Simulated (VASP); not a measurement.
Input of a VASP 6.6.1 run:

File INCAR:

```
SYSTEM = Sb2Au
  PREC = Accurate
  ENCUT = 520
  EDIFF = 1E-8
  ISMEAR = -1
  SIGMA = 0.08
  LREAL = .False.
  LASPH = .True.
  NELM = 100
  ALGO = Normal
  ISIF = 2
  LWAVE = .False.
  LCHARG = .False.
  GGA = CA
  LEFG = .True.
  NBANDS = 18
```

File KPOINTS:

```
Automatic mesh
0
Gamma
  9 9 9
  0 0 0
```

Contents of POSCAR:

```
Sb2Au
1.0
    0.0000000000      3.3932714730      3.3932714730
    3.3932714730      0.0000000000      3.3932714730
    3.3932714730      3.3932714730      0.0000000000
Sb Au
2 1
Direct
    0.2500000000      0.2500000000      0.2500000000
    0.7500000000      0.7500000000      0.7500000000
    0.0000000000      0.0000000000      0.0000000000
```

Potentials or basis: VASP PAW LDA potentials, release 64 (Sb, Au).

Command:

```bash
$ cat potpaw_LDA.64/Sb/POTCAR potpaw_LDA.64/Au/POTCAR > POTCAR
$ mpirun -np 1 vasp_std > vasp.out
```

Question: Estimate the pressure.

Answer: -2.2 GPa.

Question: What does it give for the band gap on the k mesh?

Answer: Zero (an odd number of electrons rules out a gap without spin polarisation).

Caveat: spin-orbit coupling is left out, which moves the levels of the heavy elements.
